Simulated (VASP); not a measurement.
# CdS (P6_3mc) in VASP: further runs, part 2 of 2

VASP 6.6.1. The steps go on from the part before.

## 3. Electric field gradients, PBEsol (zz strain of +3 %)

Input file INCAR:

```
SYSTEM = CdS
PREC = Accurate ; ENCUT = 520
EDIFF = 1E-8 ; ISMEAR = -1
SIGMA = 0.01 ; LREAL = .FALSE.
LASPH = .TRUE. ; NELM = 60
ALGO = Normal ; ISIF = 2
LWAVE = .FALSE. ; LCHARG = .FALSE.
GGA = PS ; LEFG = .TRUE.
NBANDS = 26
```

Input file KPOINTS:

```
regular mesh
0
G
  7 7 4
  0 0 0
```

Input file POSCAR:

```
CdS
1.0
    4.1347992034      0.0000000000      0.0000000000
   -2.0673996017      3.5808411497      0.0000000000
    0.0000000000      0.0000000000      6.9514700000
Cd S
2 2
Direct
    0.3333333333      0.6666666667      0.0000000000
    0.6666666667      0.3333333333      0.5000000000
    0.3333333333      0.6666666667      0.3850000000
    0.6666666667      0.3333333333      0.8850000000
```

Potentials or basis: VASP PAW PBE potentials, release 64 (Cd, S).

Run with:

```console
cat potpaw_PBE.64/Cd/POTCAR potpaw_PBE.64/S/POTCAR > POTCAR
mpirun -np 1 vasp_std > vasp.out
```

OUTCAR:

```text
SYSTEM = CdS
   PREC = Accurate
   ENCUT = 520
   EDIFF = 1E-8
   ISMEAR = -1
   LREAL = .FALSE.
   LASPH = .TRUE.
   NELM = 60
   ISIF = 2
   GGA = PS

 ion  position               nearest neighbor table
   1  0.333  0.667  0.000-   4 2.52   4 2.52   4 2.52   3 2.68
   2  0.667  0.333  0.500-   3 2.52   3 2.52   3 2.52   4 2.68
   3  0.333  0.667  0.385-   2 2.52   2 2.52   2 2.52   1 2.68
   4  0.667  0.333  0.885-   1 2.52   1 2.52   1 2.52   2 2.68

  LATTYP: Found a hexagonal cell.
 ALAT       =     4.1347992034
 C/A-ratio  =     1.6812110233

  Lattice vectors:

 A1 = (   4.1347992034,   0.0000000000,   0.0000000000)
 A2 = (  -2.0673996017,   3.5808411497,   0.0000000000)
 A3 = (   0.0000000000,   0.0000000000,   6.9514700000)

Analysis of symmetry for initial positions (statically):
=====================================================================
 Subroutine PRICEL returns:
 Original cell was already a primitive cell.

 Routine SETGRP: Setting up the symmetry group for a
 hexagonal supercell.

 Subroutine GETGRP returns: Found 12 space group operations
 (whereof  6 operations were pure point group operations)
 out of a pool of 24 trial point group operations.

The static configuration has the point symmetry C_3v.
 The point group associated with its full space group is C_6v.

Analysis of symmetry for dynamics (positions and initial velocities):
=====================================================================
 Subroutine PRICEL returns:
 Original cell was already a primitive cell.

 Routine SETGRP: Setting up the symmetry group for a
 hexagonal supercell.
[... 861 lines left out ...]

  FORCE on cell =-STRESS in cart. coord.  units (eV):
  Direction    XX          YY          ZZ          XY          YZ          ZX
  --------------------------------------------------------------------------------------
  -------------------------------------------------------------------------------------
  Total       -0.1242975     -0.1242975     -2.7125766     -0.0000000     -0.0000000      0.0000000
  in kB       -1.9348921     -1.9348921    -42.2256612     -0.0000000     -0.0000000      0.0000000
  external PRESSURE =     -15.3651485 kB  Pullay stress =       0.0000000 kB

 VOLUME and BASIS-vectors are now :
 -----------------------------------------------------------------------------
  energy-cutoff  :      520.00
  volume of cell :      102.92
      direct lattice vectors                 reciprocal lattice vectors
     4.134799203  0.000000000  0.000000000     0.241849713  0.139631997  0.000000000
    -2.067399602  3.580841150  0.000000000     0.000000000  0.279263994  0.000000000
     0.000000000  0.000000000  6.951470000     0.000000000  0.000000000  0.143854465

 POSITION                                       TOTAL-FORCE (eV/Angst)
 -----------------------------------------------------------------------------------
     -0.00000      2.38723      0.00000         0.000000      0.000000      0.345992
      2.06740      1.19361      3.47573        -0.000000     -0.000000      0.345992
     -0.00000      2.38723      2.67632        -0.000000      0.000000     -0.345992
      2.06740      1.19361      6.15205        -0.000000     -0.000000     -0.345992
 -----------------------------------------------------------------------------------
    total drift:                               -0.000000     -0.000000      0.000130

  FREE ENERGIE OF THE ION-ELECTRON SYSTEM (eV)
  ---------------------------------------------------
  free  energy   TOTEN  =       -13.5605797574 eV

  energy  without entropy=      -13.5605797574  energy(sigma->0) =      -13.56057976

 Electric field gradients (V/A^2)
---------------------------------------------------------------------
 ion       V_xx      V_yy      V_zz      V_xy      V_xz      V_yz
---------------------------------------------------------------------
   1     -27.655   -27.655    55.310    -0.000     0.000    -0.000
   2     -27.655   -27.655    55.310    -0.000    -0.000     0.000
   3       1.901     1.902    -3.803     0.000    -0.000     0.000
   4       1.901     1.902    -3.803     0.000     0.000    -0.000
---------------------------------------------------------------------

 Electric field gradients after diagonalization (V/A^2)
 (convention: |V_zz| > |V_xx| > |V_yy|)
----------------------------------------------------------------------
 ion       V_xx      V_yy      V_zz     asymmetry (V_yy - V_xx)/ V_zz
----------------------------------------------------------------------
   1     -27.655   -27.655    55.310       0.000
   2     -27.655   -27.655    55.310       0.000
   3       1.902     1.901    -3.803       0.000
   4       1.902     1.901    -3.803       0.000
----------------------------------------------------------------------

           NMR quadrupolar parameters

 Cq : quadrupolar parameter    Cq=e*Q*V_zz/h
 eta: asymmetry parameters     (V_yy - V_xx)/ V_zz
 Q  : nuclear electric quadrupole moment in mb (millibarn)
----------------------------------------------------------------------
 ion       Cq(MHz)       eta       Q (mb)
----------------------------------------------------------------------
   1       0.134       0.000       1.000
   2       0.134       0.000       1.000
   3      -0.009       0.000       1.000
   4      -0.009       0.000       1.000
----------------------------------------------------------------------
```

OSZICAR:

```text
N       E                     dE             d eps       ncg     rms          rms(c)
DAV:   1     0.243792231328E+03    0.24379E+03   -0.17247E+04  1248   0.126E+03
DAV:   2    -0.935887490289E+00   -0.24473E+03   -0.23603E+03  1366   0.318E+02
DAV:   3    -0.144269745954E+02   -0.13491E+02   -0.13404E+02  1502   0.741E+01
DAV:   4    -0.145704800441E+02   -0.14351E+00   -0.14334E+00  1436   0.736E+00
DAV:   5    -0.145725769802E+02   -0.20969E-02   -0.20968E-02  1412   0.891E-01    0.103E+01
DAV:   6    -0.135893468799E+02    0.98323E+00   -0.18499E+00  1664   0.148E+01    0.822E+00
DAV:   7    -0.135679854518E+02    0.21361E-01   -0.61604E-01  1310   0.425E+00    0.376E+00
DAV:   8    -0.135621251397E+02    0.58603E-02   -0.80442E-02  1358   0.282E+00    0.462E-01
DAV:   9    -0.135604225687E+02    0.17026E-02   -0.14161E-02  1412   0.146E+00    0.133E-01
DAV:  10    -0.135604778845E+02   -0.55316E-04   -0.10740E-03  1388   0.329E-01    0.936E-02
DAV:  11    -0.135605373334E+02   -0.59449E-04   -0.13807E-04  1398   0.746E-02    0.690E-02
DAV:  12    -0.135605825307E+02   -0.45197E-04   -0.83157E-05  1284   0.446E-02    0.395E-02
DAV:  13    -0.135605788585E+02    0.36721E-05   -0.11496E-05  1470   0.343E-02    0.670E-03
DAV:  14    -0.135605797532E+02   -0.89464E-06   -0.13637E-06  1304   0.110E-02    0.148E-03
DAV:  15    -0.135605797965E+02   -0.43319E-07   -0.17753E-07  1460   0.222E-03    0.212E-03
DAV:  16    -0.135605797559E+02    0.40599E-07   -0.13803E-08  1128   0.103E-03    0.237E-04
DAV:  17    -0.135605797574E+02   -0.14907E-08   -0.10173E-09   666   0.202E-04
   1 F= -.13560580E+02 E0= -.13560580E+02  d E =-.130778E-13
```

stdout:

```text
POSCAR found type information on POSCAR CdS
 POSCAR found :  2 types and       4 ions
 scaLAPACK will be used
 -----------------------------------------------------------------------------
|                                                                             |
|                                                                             |
|     You enforced a specific xc type in the INCAR file but a different       |
|     I HOPE YOU KNOW WHAT YOU ARE DOING!                                     |
|                                                                             |
 -----------------------------------------------------------------------------

 LDA part: xc-table for (Slater+PW92), standard interpolation
 POSCAR, INCAR and KPOINTS ok, starting setup
 FFT: planning ... GRIDC
 FFT: planning ... GRID_SOFT
 FFT: planning ... GRID
 WAVECAR not read
 entering main loop
ion   1

ion   2

ion   3

ion   4
```

It took 2 min on 1 thread of Intel Xeon 8259CL, shared host; peak memory 0.24 GiB.

Results:

| Quantity | Value |
| --- | --- |
| Free energy | -13.5606 eV |
| Pressure | -1.5 GPa |
| Largest force | 0.346 eV/Å |
| Band gap on the k mesh | 1.00 eV |
| Largest electric field gradient by atom | Cd +55.3; S -3.8 V/Å² |

Forces on the atoms (eV/Å):
```
Cd   0.000  0.000  0.346
Cd   0.000  0.000  0.346
S    0.000  0.000 -0.346
S    0.000  0.000 -0.346
```

Stress tensor (GPa, compression positive):
```
-0.19  0.00  0.00
 0.00 -0.19  0.00
 0.00  0.00 -4.22
```

Electric field gradients, principal values (V/Å²):
```tsv
atom	least	middle	greatest (by size)
1 Cd	-27.655	-27.655	55.310
2 Cd	-27.655	-27.655	55.310
3 S	1.901	1.902	-3.803
4 S	1.901	1.902	-3.803
```

Caveat: the cell differs from its parent crystal (zz strain of +3 %); without QUAD_EFG the Cq values of the log hold for a quadrupole moment of 1 mb, not for the nuclei; the PAW data sets were made with another functional, which shifts forces and pressure a little.

## 4. Electric field gradients, PBEsol (equal xx and yy strain of +2 %)

Input file INCAR:

```
PREC = Accurate
ENCUT = 520
EDIFF = 1E-8
ISMEAR = -1
SIGMA = 0.01
LREAL = False
LASPH = True
NELM = 80
ALGO = Normal
ISIF = 2
LWAVE = False
LCHARG = False
GGA = PS
LEFG = True
NBANDS = 26
```

Input file KPOINTS:

```
Automatic mesh
0
Gamma
  7 7 4
```

Input file POSCAR:

```
CdS
1.0
    4.2174951875      0.0000000000      0.0000000000
   -2.1087475937      3.6524579727      0.0000000000
    0.0000000000      0.0000000000      6.7490000000
Cd S
2 2
Direct
    0.3333333333      0.6666666667      0.0000000000
    0.6666666667      0.3333333333      0.5000000000
    0.3333333333      0.6666666667      0.3850000000
    0.6666666667      0.3333333333      0.8850000000
```

Potentials or basis: VASP PAW PBE potentials, release 64 (Cd, S).

Run with:

```console
cat potpaw_PBE.64/Cd/POTCAR potpaw_PBE.64/S/POTCAR > POTCAR
mpirun -np 1 vasp_std > vasp.out
```

OUTCAR:

```text
PREC = Accurate
   ENCUT = 520
   EDIFF = 1E-8
   ISMEAR = -1
   LREAL = False
   LASPH = True
   NELM = 80
   ISIF = 2
   GGA = PS

 ion  position               nearest neighbor table
   1  0.333  0.667  0.000-   4 2.56   4 2.56   4 2.56   3 2.60
   2  0.667  0.333  0.500-   3 2.56   3 2.56   3 2.56   4 2.60
   3  0.333  0.667  0.385-   2 2.56   2 2.56   2 2.56   1 2.60
   4  0.667  0.333  0.885-   1 2.56   1 2.56   1 2.56   2 2.60

  LATTYP: Found a hexagonal cell.
 ALAT       =     4.2174951875
 C/A-ratio  =     1.6002389333

  Lattice vectors:

 A1 = (   4.2174951875,   0.0000000000,   0.0000000000)
 A2 = (  -2.1087475937,   3.6524579727,   0.0000000000)
 A3 = (   0.0000000000,   0.0000000000,   6.7490000000)

Analysis of symmetry for initial positions (statically):
=====================================================================
 Subroutine PRICEL returns:
 Original cell was already a primitive cell.

 Routine SETGRP: Setting up the symmetry group for a
 hexagonal supercell.

 Subroutine GETGRP returns: Found 12 space group operations
 (whereof  6 operations were pure point group operations)
 out of a pool of 24 trial point group operations.

The static configuration has the point symmetry C_3v.
 The point group associated with its full space group is C_6v.

Analysis of symmetry for dynamics (positions and initial velocities):
=====================================================================
 Subroutine PRICEL returns:
 Original cell was already a primitive cell.

 Routine SETGRP: Setting up the symmetry group for a
 hexagonal supercell.

 Subroutine GETGRP returns: Found 12 space group operations
 (whereof  6 operations were pure point group operations)
 out of a pool of 24 trial point group operations.

The dynamic configuration has the point symmetry C_3v.
 The point group associated with its full space group is C_6v.

 Subroutine INISYM returns: Found 12 space group operations
 (whereof  6 operations are pure point group operations),
 and found     1 'primitive' translations

----------------------------------------------------------------------------------------

                                     Primitive cell

  volume of cell :     103.9631

  direct lattice vectors                    reciprocal lattice vectors
     4.217495187  0.000000000  0.000000000     0.237107562  0.136894115  0.000000000
    -2.108747594  3.652457973  0.000000000     0.000000000  0.273788229  0.000000000
     0.000000000  0.000000000  6.749000000     0.000000000  0.000000000  0.148170099

  length of vectors
     4.217495187  4.217495187  6.749000000     0.273788229  0.273788229  0.148170099

  position of ions in fractional coordinates (direct lattice)
     0.333333333  0.666666667  0.000000000
     0.666666667  0.333333333  0.500000000
     0.333333333  0.666666667  0.385000000
     0.666666667  0.333333333  0.885000000

  ion indices of the primitive-cell ions
   primitive index   ion index
                 1           1
                 2           2
                 3           3
                 4           4

[... 85 lines left out ...]
   ISMEAR =    -1;   SIGMA  =   0.01  broadening in eV -4-tet -1-fermi 0-gaus
   EFERMI_NEDOS =   21; number of points for ismear=-14 and -15
   IALGO  =     38    algorithm
   IMIX   =      4    mixing-type and parameters
     AMIX     =   0.40;   BMIX     =  1.00
     AMIX_MAG =   1.60;   BMIX_MAG =  1.00
  volume/ion in A,a.u.               =      25.99       175.39
  Fermi-wavevector in a.u.,A,eV,Ry     =   1.149607  2.172441 17.981396  1.321595
  Thomas-Fermi vector in A             =   2.286275
   LORBIT       =      0    0 simple, 1 ext, 2 COOP (PROOUT), +10 PAW based schemes
   GGA     = PS    functional components
   LHFCALC =     F    Hartree Fock is set to
   AEXX    =    0.0000 exact exchange contribution
   IVDW    =     0    specifies the selected vdW correction
   LEPSILON=     F    determine dielectric tensor
   LRPA    =     F    only Hartree local field effects (RPA)
 non-spin polarized calculation
  energy-cutoff  :      520.00
  volume of cell :      103.96
 maximum number of plane-waves:      2832
 NGX is ok and might be reduce to    32
   NGX = 15   NGY = 15   NGZ = 25

 number of electron      36.0000002 magnetization

 Free energy of the ion-electron system (eV)
  ---------------------------------------------------
  ext. energy  EPLUGINS =         0.00000000
  ---------------------------------------------------
  free energy    TOTEN  =       -13.59083742 eV

  energy without entropy =      -13.59083742  energy(sigma->0) =      -13.59083742

 E-fermi :   1.0739     XC(G=0):  -9.1510

 val. band max:        0.8207025017   @ k =   0.0000   0.0000   0.0000
 cond. band min:       1.8151826281   @ k =   0.0000   0.0000   0.0000
 fundamental gap:      0.9944801264
 Fermi energy:         1.0738661039

 k-point     1 :       0.0000    0.0000    0.0000
  band No.  band energies     occupation
      1     -11.2869      2.00000
      2     -10.8812      2.00000
      3      -6.7338      2.00000
      4      -6.7338      2.00000
      5      -6.6928      2.00000
      6      -6.6662      2.00000
[... 685 lines left out ...]
     25       9.3197      0.00000
     26       9.3197      0.00000

------------------------ aborting loop because EDIFF is reached ----------------------------------------

  FORCE on cell =-STRESS in cart. coord.  units (eV):
  Direction    XX          YY          ZZ          XY          YZ          ZX
  --------------------------------------------------------------------------------------
  -------------------------------------------------------------------------------------
  Total       -1.5815055     -1.5815055     -1.5979313     -0.0000000      0.0000000      0.0000000
  in kB      -24.3726099    -24.3726099    -24.6257475     -0.0000000      0.0000000      0.0000000
  external PRESSURE =     -24.4569891 kB  Pullay stress =       0.0000000 kB

 VOLUME and BASIS-vectors are now :
 -----------------------------------------------------------------------------
  energy-cutoff  :      520.00
  volume of cell :      103.96
      direct lattice vectors                 reciprocal lattice vectors
     4.217495187  0.000000000  0.000000000     0.237107562  0.136894115  0.000000000
    -2.108747594  3.652457973  0.000000000     0.000000000  0.273788229  0.000000000
     0.000000000  0.000000000  6.749000000     0.000000000  0.000000000  0.148170099

 POSITION                                       TOTAL-FORCE (eV/Angst)
 -----------------------------------------------------------------------------------
     -0.00000      2.43497      0.00000         0.000000      0.000000      0.123275
      2.10875      1.21749      3.37450        -0.000000     -0.000000      0.123275
     -0.00000      2.43497      2.59836        -0.000000     -0.000000     -0.123275
      2.10875      1.21749      5.97286         0.000000      0.000000     -0.123275
 -----------------------------------------------------------------------------------
    total drift:                               -0.000000     -0.000000     -0.000502

  FREE ENERGIE OF THE ION-ELECTRON SYSTEM (eV)
  ---------------------------------------------------
  free  energy   TOTEN  =       -13.5908374230 eV

  energy  without entropy=      -13.5908374230  energy(sigma->0) =      -13.59083742

 Electric field gradients (V/A^2)
---------------------------------------------------------------------
 ion       V_xx      V_yy      V_zz      V_xy      V_xz      V_yz
---------------------------------------------------------------------
   1      -9.451    -9.450    18.901     0.001     0.000    -0.000
   2      -9.451    -9.450    18.901     0.001    -0.000     0.000
   3       4.560     4.560    -9.120     0.000    -0.000     0.000
   4       4.560     4.560    -9.120     0.000     0.000    -0.000
---------------------------------------------------------------------

 Electric field gradients after diagonalization (V/A^2)
 (convention: |V_zz| > |V_xx| > |V_yy|)
----------------------------------------------------------------------
 ion       V_xx      V_yy      V_zz     asymmetry (V_yy - V_xx)/ V_zz
----------------------------------------------------------------------
   1      -9.452    -9.449    18.901       0.000
   2      -9.452    -9.449    18.901       0.000
   3       4.560     4.560    -9.120       0.000
   4       4.560     4.560    -9.120       0.000
----------------------------------------------------------------------

           NMR quadrupolar parameters

 Cq : quadrupolar parameter    Cq=e*Q*V_zz/h
 eta: asymmetry parameters     (V_yy - V_xx)/ V_zz
 Q  : nuclear electric quadrupole moment in mb (millibarn)
----------------------------------------------------------------------
 ion       Cq(MHz)       eta       Q (mb)
----------------------------------------------------------------------
   1       0.046       0.000       1.000
   2       0.046       0.000       1.000
   3      -0.022       0.000       1.000
   4      -0.022       0.000       1.000
----------------------------------------------------------------------
```

Wall time 2.1 min (1 thread of Intel Xeon 8259CL, shared host); peak memory 0.24 GiB.

Results:

```yaml
Free_energy: -13.5908 eV
Pressure: -2.4 GPa
Largest_force: 0.123 eV/Å
Band_gap_on_the_k_mesh: 0.99 eV
Largest_electric_field_gradient_by_atom: Cd +18.9; S -9.1 V/Å²
```

Forces on the atoms (eV/Å):
```
Cd   0.000  0.000  0.123
Cd   0.000  0.000  0.123
S    0.000  0.000 -0.123
S    0.000  0.000 -0.123
```

Electric field gradients, principal values (V/Å²):
| atom | least | middle | greatest (by size) |
| --- | --- | --- | --- |
| 1 Cd | -9.449 | -9.452 | 18.901 |
| 2 Cd | -9.449 | -9.452 | 18.901 |
| 3 S | 4.560 | 4.560 | -9.120 |
| 4 S | 4.560 | 4.560 | -9.120 |

Caveat: the cell differs from its parent crystal (equal xx and yy strain of +2 %); without QUAD_EFG the Cq values of the log hold for a quadrupole moment of 1 mb, not for the nuclei; the PAW data sets were made with another functional, which shifts forces and pressure a little.

## 5. Overview

| cell | gap on the mesh (eV) | pressure (GPa) | largest force (eV/Å) |
| --- | --- | --- | --- |
| a = 4.135, b = 4.135, c = 6.682 Å, angles 90.0, 90.0, 120.0°, 4 atoms | 1.12 | 0.4 | 0.20 |
| a = 4.135, b = 4.135, c = 6.951 Å, angles 90.0, 90.0, 120.0°, 4 atoms | 1.00 | -1.5 | 0.35 |
| a = 4.217, b = 4.217, c = 6.749 Å, angles 90.0, 90.0, 120.0°, 4 atoms | 0.99 | -2.4 | 0.12 |

Alike in all rows: task electric field gradients; level PBEsol; potentials or basis VASP PAW PBE potentials, release 64 (Cd, S); no spin polarisation; k mesh 7 × 7 × 4; cutoff (eV) 520; smearing fermi-dirac 0.01 eV.

Caveats: the PAW data sets were made with another functional, which shifts forces and pressure a little.

Absolute energies hang on the potentials; compare differences alone.
